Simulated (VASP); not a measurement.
BP:

```
B P
1.0
     0.00000    2.26832    2.26832
     2.26832    0.00000    2.26832
     2.26832    2.26832    0.00000
B P
1 1
Direct
  0.00000 0.00000 0.00000
  0.25000 0.25000 0.25000
```

Base run:

| Item | Value |
| --- | --- |
| Program | VASP 6.6.1 |
| Functional | PBE |
| Potentials or basis | VASP PAW PBE potentials, release 64 (B, P) |
| Cutoff | 520 eV |
| k mesh | 6 × 6 × 6 |
| Occupations | gaussian, width 0.01 eV |
| Spin | no spin polarisation |

Its results: band gap on the k mesh 1.33 eV, indirect (least direct gap 3.40 eV); pressure 1.2 GPa.

Task: The run is repeated on the same cell with these changes: functional from PBE to r2SCAN; further incar settings from ALGO = Normal; EDIFF = 1e-06; NBANDS = 11 to ALGO = Normal; EDIFF = 1e-07; NBANDS = 11. What comes out?

Result: Band gap on the k mesh 1.54 eV, indirect (least direct gap 3.64 eV); pressure -0.4 GPa.

Caveats: the PAW data sets were made with another functional, which shifts forces and pressure a little (some runs).

A k mesh can miss the band edges.
